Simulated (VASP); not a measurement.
# Au (Im-3m) in VASP: a series of runs, part 2 of 2

VASP 6.6.1. The steps go on from the part before.

## (3) Single point, r2SCAN (strain -0.040 along x and y, -0.040 along z)

POSCAR reads:

```
Au
1.0
   -1.5909782400      1.5909782400      1.5909782400
    1.5909782400     -1.5909782400      1.5909782400
    1.5909782400      1.5909782400     -1.5909782400
Au
1
Direct
    0.0000000000      0.0000000000      0.0000000000
```

INCAR.step1 reads:

```
SYSTEM = Au
ALGO = Normal ; EDIFF = 1E-4
ENCUT = 520 ; GGA = PE
ISMEAR = 0 ; LASPH = .TRUE.
LCHARG = .FALSE. ; LREAL = .FALSE.
LWAVE = .TRUE. ; NBANDS = 12
NELM = 80 ; PREC = Accurate
SIGMA = 0.15
```

INCAR.step2 reads:

```
SYSTEM = Au
ALGO = Normal ; EDIFF = 1E-6
ENCUT = 520 ; ISIF = 2
ISMEAR = 0 ; ISTART = 1
LASPH = .TRUE. ; LCHARG = .FALSE.
LMIXTAU = .TRUE. ; LREAL = .FALSE.
LWAVE = .FALSE. ; METAGGA = R2SCAN
NBANDS = 12 ; NELM = 80
PREC = Accurate ; SIGMA = 0.15
```

KPOINTS reads:

```
k-points
0
G
  24 24 24
  0 0 0
```

Potentials or basis: VASP PAW PBE potentials, release 64 (Au).

Launch:

```console
$ cat potpaw_PBE.64/Au/POTCAR > POTCAR
$ cp INCAR.step1 INCAR
$ mpirun -np 1 vasp_std > vasp.out
$ cp INCAR.step2 INCAR
$ mpirun -np 1 vasp_std > vasp.out
```

OUTCAR:

```text
SYSTEM = Au
   EDIFF = 1E-6
   ENCUT = 520
   ISIF = 2
   ISMEAR = 0
   ISTART = 1
   LASPH = .TRUE.
   LREAL = .FALSE.
   METAGGA = R2SCAN
   NELM = 80
   PREC = Accurate

 ion  position               nearest neighbor table
   1  0.000  0.000  0.000-

  LATTYP: Found a body centered cubic cell.
 ALAT       =     3.1819564800

  Lattice vectors:

 A1 = (  -1.5909782400,   1.5909782400,   1.5909782400)
 A2 = (   1.5909782400,  -1.5909782400,   1.5909782400)
 A3 = (   1.5909782400,   1.5909782400,  -1.5909782400)

Analysis of symmetry for initial positions (statically):
=====================================================================
 Subroutine PRICEL returns:
 Original cell was already a primitive cell.

 Routine SETGRP: Setting up the symmetry group for a
 body centered cubic supercell.

 Subroutine GETGRP returns: Found 48 space group operations
 (whereof 48 operations were pure point group operations)
 out of a pool of 48 trial point group operations.

The static configuration has the point symmetry O_h .

Analysis of symmetry for dynamics (positions and initial velocities):
[... 167 lines left out ...]
      2       4.8135      2.00000
      3       4.8135      2.00000
      4       4.8135      2.00000
      5       6.9857      2.00000
      6       6.9857      2.00000
      7      27.7242      0.00000
      8      27.7242      0.00000
      9      27.7242      0.00000
     10      36.7230      0.00000
     11      36.7230      0.00000
     12      36.7230      0.00000
[... 331 lines left out ...]
 k-point    24 :       0.4583    0.0417   -0.0000
  band No.  band energies     occupation
      1       2.2527      2.00000
      2       3.5994      2.00000
      3       6.8160      2.00000
      4       7.1349      2.00000
      5       8.4498      2.00000
      6       9.8731      1.99998
      7      14.5162      0.00000
      8      23.4466      0.00000
      9      25.1234      0.00000
     10      34.0442      0.00000
     11      34.3423      0.00000
     12      34.7428      0.00000

 [... further k-points ...]

------------------------ aborting loop because EDIFF is reached ----------------------------------------

  FORCE on cell =-STRESS in cart. coord.  units (eV):
  Direction    XX          YY          ZZ          XY          YZ          ZX
  --------------------------------------------------------------------------------------
  -------------------------------------------------------------------------------------
  Total        1.7947177      1.7947177      1.7947177     -0.0000000      0.0000000     -0.0000000
  in kB      178.5064884    178.5064884    178.5064884     -0.0000000      0.0000000     -0.0000000
  external PRESSURE =     178.5064884 kB  Pullay stress =       0.0000000 kB

 VOLUME and BASIS-vectors are now :
 -----------------------------------------------------------------------------
  energy-cutoff  :      520.00
  volume of cell :       16.11
      direct lattice vectors                 reciprocal lattice vectors
    -1.590978240  1.590978240  1.590978240     0.000000000  0.314272054  0.314272054
     1.590978240 -1.590978240  1.590978240     0.314272054  0.000000000  0.314272054
     1.590978240  1.590978240 -1.590978240     0.314272054  0.314272054  0.000000000

 POSITION                                       TOTAL-FORCE (eV/Angst)
 -----------------------------------------------------------------------------------
      0.00000      0.00000      0.00000        -0.000000      0.000000      0.000000
 -----------------------------------------------------------------------------------
    total drift:                                0.000000     -0.000000      0.000000

  FREE ENERGIE OF THE ION-ELECTRON SYSTEM (eV)
  ---------------------------------------------------
  free  energy   TOTEN  =       -50.4998594888 eV

  energy  without entropy=      -50.4978231918  energy(sigma->0) =      -50.49884134
```

OUTCAR.step1:

```text
SYSTEM = Au
   EDIFF = 1E-4
   ENCUT = 520
   GGA = PE
   ISMEAR = 0
   LASPH = .TRUE.
[... 577 lines left out ...]
 -----------------------------------------------------------------------------------
      0.00000      0.00000      0.00000         0.000000     -0.000000      0.000000
 -----------------------------------------------------------------------------------
    total drift:                                0.000000     -0.000000      0.000000

  FREE ENERGIE OF THE ION-ELECTRON SYSTEM (eV)
  ---------------------------------------------------
  free  energy   TOTEN  =        -3.0918805005 eV

  energy  without entropy=       -3.0898285188  energy(sigma->0) =       -3.09085451
```

Run time: 3.4 min. Hardware: 1 thread of Intel Xeon Platinum 8259CL at 2.50GHz (Skylake/Cascade Lake), shared host; peak memory 0.19 GiB.

What came out:

```yaml
Free_energy: -50.4999 eV
Pressure: 17.9 GPa
Band_gap_on_the_k_mesh: zero (an odd number of electrons rules out a gap without spin polarisation)
```

Levels at points of the mesh, in eV from the Fermi level:
```tsv
k point	band 4	band 5	band 6	band 7	band 8	band 9
(0.00, 0.00, 0.00)	-5.51	-3.34	-3.34	17.40	17.40	17.40
(0.50, 0.00, 0.00)	-3.11	-1.53	-0.76	4.05	13.11	14.96
(0.50, 0.50, 0.50)	-1.98	-1.98	6.71	6.71	6.71	10.89
```

Caveat: the cell differs from its parent crystal (strain -0.040 along x and y, -0.040 along z); the cell stands under pressure; the PAW data sets were made with another functional, which shifts forces and pressure a little; spin-orbit coupling is left out, which moves the levels of the heavy elements.

## (4) Single point, r2SCAN (strain +0.040 along x and y, +0.040 along z)

POSCAR reads:

```
Au
1.0
   -1.7235597600      1.7235597600      1.7235597600
    1.7235597600     -1.7235597600      1.7235597600
    1.7235597600      1.7235597600     -1.7235597600
Au
1
Direct
    0.0000000000      0.0000000000      0.0000000000
```

INCAR.step1 reads:

```
SYSTEM = Au
ALGO = Normal
EDIFF = 1E-4
ENCUT = 520
GGA = PE
ISMEAR = 0
LASPH = .TRUE.
LCHARG = .FALSE.
LREAL = .FALSE.
LWAVE = .TRUE.
NBANDS = 12
NELM = 60
PREC = Accurate
SIGMA = 0.15
```

INCAR.step2 reads:

```
SYSTEM = Au
ALGO = Normal
EDIFF = 1E-7
ENCUT = 520
ISIF = 2
ISMEAR = 0
ISTART = 1
LASPH = .TRUE.
LCHARG = .FALSE.
LMIXTAU = .TRUE.
LREAL = .FALSE.
LWAVE = .FALSE.
METAGGA = R2SCAN
NBANDS = 12
NELM = 60
PREC = Accurate
SIGMA = 0.15
```

KPOINTS is that of step 3.

Launch:

```console
$ cat potpaw_PBE.64/Au/POTCAR > POTCAR
$ cp INCAR.step1 INCAR
$ mpirun -np 1 vasp_std > vasp.out
$ cp INCAR.step2 INCAR
$ mpirun -np 1 vasp_std > vasp.out
```

It took 4.4 min on 1 thread of Intel Xeon Platinum 8259CL at 2.50GHz (Skylake/Cascade Lake), shared host; peak memory 0.23 GiB.

Results (log left out):

```
Free energy            : -50.4252 eV
Pressure               : -14.4 GPa
Band gap on the k mesh : zero (an odd number of electrons rules out a gap without spin polarisation)
```

Levels at points of the mesh, in eV from the Fermi level:
```tsv
k point	band 3	band 4	band 5	band 6	band 7	band 8
(0.00, 0.00, 0.00)	-4.28	-4.28	-2.82	-2.82	17.15	17.15
(0.50, 0.00, 0.00)	-2.94	-2.70	-1.67	0.25	2.62	12.74
(0.50, 0.50, 0.50)	-1.95	-1.95	-1.95	6.37	6.37	6.37
```

Caveat: the cell differs from its parent crystal (strain +0.040 along x and y, +0.040 along z); the cell stands under tension; the PAW data sets were made with another functional, which shifts forces and pressure a little; spin-orbit coupling is left out, which moves the levels of the heavy elements.

## (5) Summary

```csv
cell,gap on the mesh (eV),pressure (GPa)
"a = 2.641 Å, angles 109.5°, 1 atom",none,62.5
"a = 2.756 Å, angles 109.5°, 1 atom",none,17.9
"a = 2.985 Å, angles 109.5°, 1 atom",none,-14.4
```

Alike in all rows: task single point; level r2SCAN; potentials or basis VASP PAW PBE potentials, release 64 (Au); no spin polarisation; k mesh 24 × 24 × 24; cutoff (eV) 520; smearing gaussian 0.15 eV.

Caveats: the PAW data sets were made with another functional, which shifts forces and pressure a little; spin-orbit coupling is left out, which moves the levels of the heavy elements; the cell stands under pressure (at least some runs); the cell stands under tension (at least some runs).

Total energies depend on the potentials used, so only differences within one code and one set of settings carry meaning.
